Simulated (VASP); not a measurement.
# Cu (I4/mmm) in VASP: further runs, part 2 of 2

VASP 6.6.1.

### Step 4. Single point, PBEsol

Input file INCAR:

```
PREC = Accurate
ENCUT = 520
EDIFF = 1E-7
ISMEAR = 0
SIGMA = 0.01
LREAL = False
LASPH = True
NELM = 60
ALGO = Fast
ISIF = 2
LWAVE = False
LCHARG = True
GGA = PS
LELF = True
LVHAR = True
NBANDS = 12
```

Input file KPOINTS:

```
Automatic mesh
0
Gamma
  10 10 10
```

Input file POSCAR:

```
Cu
1.0
   -1.4427933200      1.4427933200      1.3760814500
    1.4427933200     -1.4427933200      1.3760814500
    1.4427933200      1.4427933200     -1.3760814500
Cu
1
Direct
    0.0000000000      0.0000000000      0.0000000000
```

Potentials or basis: VASP PAW PBE potentials, release 64 (Cu).

Launch:

```console
cat potpaw_PBE.64/Cu/POTCAR > POTCAR
mpirun -np 1 vasp_std > vasp.out
```

OUTCAR:

```text
PREC = Accurate
   ENCUT = 520
   EDIFF = 1E-7
   ISMEAR = 0
   LREAL = False
   LASPH = True
   NELM = 60
   ISIF = 2
   GGA = PS

 ion  position               nearest neighbor table
   1  0.000  0.000  0.000-

  LATTYP: Found a body centered tetragonal cell.
 ALAT       =     2.8855866400
 C/A-ratio  =     0.9537620052

  Lattice vectors:

 A1 = (  -1.4427933200,   1.4427933200,   1.3760814500)
 A2 = (   1.4427933200,  -1.4427933200,   1.3760814500)
 A3 = (   1.4427933200,   1.4427933200,  -1.3760814500)
[... 539 lines left out ...]
     12      41.1890      0.00000

 [... further k-points ...]

------------------------ aborting loop because EDIFF is reached ----------------------------------------

  FORCE on cell =-STRESS in cart. coord.  units (eV):
  Direction    XX          YY          ZZ          XY          YZ          ZX
  --------------------------------------------------------------------------------------
  -------------------------------------------------------------------------------------
  Total       -0.0453440     -0.0453440     -0.1171691      0.0000000      0.0000000      0.0000000
  in kB       -6.3404146     -6.3404146    -16.3836776      0.0000000      0.0000000      0.0000000
  external PRESSURE =      -9.6881689 kB  Pullay stress =       0.0000000 kB

 VOLUME and BASIS-vectors are now :
 -----------------------------------------------------------------------------
  energy-cutoff  :      520.00
  volume of cell :       11.46
      direct lattice vectors                 reciprocal lattice vectors
    -1.442793320  1.442793320  1.376081450     0.000000000  0.346549983  0.363350585
     1.442793320 -1.442793320  1.376081450     0.346549983  0.000000000  0.363350585
     1.442793320  1.442793320 -1.376081450     0.346549983  0.346549983  0.000000000

 POSITION                                       TOTAL-FORCE (eV/Angst)
 -----------------------------------------------------------------------------------
      0.00000      0.00000      0.00000         0.000000      0.000000     -0.000000
 -----------------------------------------------------------------------------------
    total drift:                                0.000000      0.000000      0.000000

  FREE ENERGIE OF THE ION-ELECTRON SYSTEM (eV)
  ---------------------------------------------------
  free  energy   TOTEN  =        -4.2479248155 eV

  energy  without entropy=       -4.2477847647  energy(sigma->0) =       -4.24785479
```

OSZICAR:

```text
N       E                     dE             d eps       ncg     rms          rms(c)
DAV:   1     0.422437449127E+02    0.42244E+02   -0.53686E+03  2744   0.155E+03
DAV:   2    -0.402019388310E+01   -0.46264E+02   -0.42746E+02  2524   0.204E+02
DAV:   3    -0.534695237943E+01   -0.13268E+01   -0.13173E+01  2820   0.403E+01
DAV:   4    -0.535525963156E+01   -0.83073E-02   -0.83062E-02  2796   0.277E+00
DAV:   5    -0.535533628523E+01   -0.76654E-04   -0.76654E-04  2872   0.270E-01    0.835E+00
RMM:   6    -0.464284704888E+01    0.71249E+00   -0.35644E+00  3062   0.349E+01    0.467E+00
RMM:   7    -0.426694869562E+01    0.37590E+00   -0.50729E-01  3035   0.127E+01    0.115E+00
RMM:   8    -0.425116974422E+01    0.15779E-01   -0.18095E-02  3134   0.134E+00    0.454E-01
RMM:   9    -0.424783266043E+01    0.33371E-02   -0.60057E-03  3145   0.151E+00    0.492E-02
RMM:  10    -0.424791404290E+01   -0.81382E-04   -0.61861E-04  3248   0.313E-01    0.183E-02
RMM:  11    -0.424795270214E+01   -0.38659E-04   -0.11667E-04  3199   0.190E-01    0.530E-02
RMM:  12    -0.424792279940E+01    0.29903E-04   -0.49642E-05  3334   0.101E-01    0.263E-03
RMM:  13    -0.424792458373E+01   -0.17843E-05   -0.15321E-05  3350   0.356E-02    0.122E-03
RMM:  14    -0.424792474876E+01   -0.16503E-06   -0.17170E-06  2880   0.143E-02    0.194E-03
RMM:  15    -0.424792485856E+01   -0.10979E-06   -0.30372E-07  2252   0.547E-03    0.966E-04
RMM:  16    -0.424792481553E+01    0.43023E-07   -0.39246E-08  1773   0.238E-03
   1 F= -.42479248E+01 E0= -.42478548E+01  d E =-.140051E-03
```

stdout:

```text
POSCAR found type information on POSCAR Cu
 POSCAR found :  1 types and       1 ions
 scaLAPACK will be used
 -----------------------------------------------------------------------------
|                                                                             |
|                                                                             |
|     You enforced a specific xc type in the INCAR file but a different       |
|     I HOPE YOU KNOW WHAT YOU ARE DOING!                                     |
|                                                                             |
 -----------------------------------------------------------------------------

 LDA part: xc-table for (Slater+PW92), standard interpolation
 POSCAR, INCAR and KPOINTS ok, starting setup
 FFT: planning ... GRIDC
 FFT: planning ... GRID_SOFT
 FFT: planning ... GRID
 WAVECAR not read
 entering main loop
WARNING in EDDRMM: call to ZHEGV failed, returncode =   8  4     11
WARNING in EDDRMM: call to ZHEGV failed, returncode =   6  3      9
```

Run time: 10 s. Hardware: 1 thread of Intel Xeon Platinum 8559C (Emerald Rapids), shared host; peak memory 0.12 GiB.

What came out:

```yaml
Free_energy: -4.2479 eV
Pressure: -1.0 GPa
```

Levels at points of the mesh, in eV from the Fermi level:
| k point | band 4 | band 5 | band 6 | band 7 | band 8 | band 9 |
| --- | --- | --- | --- | --- | --- | --- |
| (0.00, 0.00, 0.00) | -3.15 | -2.27 | -2.06 | 24.85 | 24.85 | 26.10 |
| (0.50, 0.00, 0.00) | -1.96 | -1.39 | -0.57 | 4.67 | 17.32 | 17.42 |
| (0.50, 0.50, 0.00) | -2.10 | -1.42 | -0.94 | 4.14 | 18.58 | 18.85 |
| (0.50, 0.50, 0.50) | -1.59 | -1.54 | 7.69 | 7.69 | 9.53 | 13.34 |

Caveat: the PAW data sets were made with another functional, which shifts forces and pressure a little.

### Step 5. Single point, PBEsol

Input file INCAR:

```
SYSTEM = Cu
ALGO = Normal
EDIFF = 1E-7
ENCUT = 520
GGA = PS
ISIF = 2
ISMEAR = 0
LASPH = .TRUE.
LCHARG = .TRUE.
LELF = .TRUE.
LREAL = .FALSE.
LVHAR = .TRUE.
LWAVE = .FALSE.
NBANDS = 12
NELM = 60
PREC = Accurate
SIGMA = 0.05
```

Input file KPOINTS:

```
k-points
0
G
  10 10 10
  0 0 0
```

POSCAR is that of step 4.

Potentials or basis: VASP PAW PBE potentials, release 64 (Cu).

Launch:

```console
cat potpaw_PBE.64/Cu/POTCAR > POTCAR
mpirun -np 1 vasp_std > vasp.out
```

OUTCAR:

```text
SYSTEM = Cu
   EDIFF = 1E-7
   ENCUT = 520
   GGA = PS
   ISIF = 2
   ISMEAR = 0
   LASPH = .TRUE.
   LREAL = .FALSE.
   NELM = 60
   PREC = Accurate

 ion  position               nearest neighbor table
   1  0.000  0.000  0.000-

  LATTYP: Found a body centered tetragonal cell.
 ALAT       =     2.8855866400
 C/A-ratio  =     0.9537620052

  Lattice vectors:

 A1 = (  -1.4427933200,   1.4427933200,   1.3760814500)
[... 537 lines left out ...]
      9      25.0272      0.00000
     10      34.3959      0.00000
     11      36.5472      0.00000
     12      41.1900      0.00000

 [... further k-points ...]

------------------------ aborting loop because EDIFF is reached ----------------------------------------

  FORCE on cell =-STRESS in cart. coord.  units (eV):
  Direction    XX          YY          ZZ          XY          YZ          ZX
  --------------------------------------------------------------------------------------
  -------------------------------------------------------------------------------------
  Total       -0.0259693     -0.0259693     -0.1180753      0.0000000      0.0000000      0.0000000
  in kB       -3.6312660     -3.6312660    -16.5103925      0.0000000      0.0000000      0.0000000
  external PRESSURE =      -7.9243082 kB  Pullay stress =       0.0000000 kB

 VOLUME and BASIS-vectors are now :
 -----------------------------------------------------------------------------
  energy-cutoff  :      520.00
  volume of cell :       11.46
      direct lattice vectors                 reciprocal lattice vectors
    -1.442793320  1.442793320  1.376081450     0.000000000  0.346549983  0.363350585
     1.442793320 -1.442793320  1.376081450     0.346549983  0.000000000  0.363350585
     1.442793320  1.442793320 -1.376081450     0.346549983  0.346549983  0.000000000

 POSITION                                       TOTAL-FORCE (eV/Angst)
 -----------------------------------------------------------------------------------
      0.00000      0.00000      0.00000        -0.000000     -0.000000     -0.000000
 -----------------------------------------------------------------------------------
    total drift:                                0.000000      0.000000      0.000000

  FREE ENERGIE OF THE ION-ELECTRON SYSTEM (eV)
  ---------------------------------------------------
  free  energy   TOTEN  =        -4.2488752552 eV

  energy  without entropy=       -4.2473444246  energy(sigma->0) =       -4.24810984
```

OSZICAR:

```text
N       E                     dE             d eps       ncg     rms          rms(c)
DAV:   1     0.422434237669E+02    0.42243E+02   -0.53686E+03  2744   0.155E+03
DAV:   2    -0.402052217656E+01   -0.46264E+02   -0.42753E+02  2524   0.204E+02
DAV:   3    -0.534721812131E+01   -0.13267E+01   -0.13178E+01  2820   0.403E+01
DAV:   4    -0.535552614774E+01   -0.83080E-02   -0.83070E-02  2796   0.277E+00
DAV:   5    -0.535560280163E+01   -0.76654E-04   -0.76654E-04  2872   0.270E-01    0.836E+00
DAV:   6    -0.468093971831E+01    0.67466E+00   -0.16332E+01  2824   0.782E+01    0.420E+00
DAV:   7    -0.426517910117E+01    0.41576E+00   -0.25759E+00  2884   0.306E+01    0.683E-01
DAV:   8    -0.424972686525E+01    0.15452E-01   -0.83868E-03  3276   0.889E-01    0.208E-01
DAV:   9    -0.424886684405E+01    0.86002E-03   -0.38461E-03  3152   0.102E+00    0.244E-02
DAV:  10    -0.424887447908E+01   -0.76350E-05   -0.49720E-05  3580   0.120E-01    0.366E-03
DAV:  11    -0.424887532890E+01   -0.84981E-06   -0.13991E-06  3516   0.132E-02    0.108E-03
DAV:  12    -0.424887525524E+01    0.73661E-07   -0.12376E-07  1740   0.575E-03
   1 F= -.42488753E+01 E0= -.42481098E+01  d E =-.153083E-02
```

It took 7.4 s on 1 thread of Intel Xeon Platinum 8559C (Emerald Rapids), shared host; peak memory 0.12 GiB.

Results:

```yaml
Free_energy: -4.2489 eV
Pressure: -0.8 GPa
```

Levels at points of the mesh, in eV from the Fermi level:
```csv
k point,band 3,band 4,band 5,band 6,band 7,band 8,band 9,band 10
"(0.00, 0.00, 0.00)",-3.15,-3.15,-2.27,-2.06,24.85,24.85,26.09,28.87
"(0.50, 0.00, 0.00)",-2.19,-1.96,-1.39,-0.58,4.67,17.32,17.42,21.32
"(0.50, 0.50, 0.00)",-2.35,-2.10,-1.42,-0.95,4.14,18.57,18.84,22.48
"(0.50, 0.50, 0.50)",-1.59,-1.59,-1.54,7.68,7.68,9.53,13.33,13.97
```

Caveat: the PAW data sets were made with another functional, which shifts forces and pressure a little.

### Step 6. The runs side by side

| k mesh | smearing | gap on the mesh (eV) | pressure (GPa) |
| --- | --- | --- | --- |
| 6 × 6 × 6 | gaussian 0.1 eV | none | 0.0 |
| 10 × 10 × 10 | gaussian 0.1 eV | none | -0.7 |
| 10 × 10 × 10 | gaussian 0.01 eV | none | -1.0 |
| 10 × 10 × 10 | gaussian 0.05 eV | none | -0.8 |

Alike in all rows: task single point; level PBEsol; potentials or basis VASP PAW PBE potentials, release 64 (Cu); no spin polarisation; cell as given; cutoff (eV) 520.

Caveats: some runs use coarse meshes; the PAW data sets were made with another functional, which shifts forces and pressure a little.

Total energies depend on the potentials used, so only differences within one code and one set of settings carry meaning.
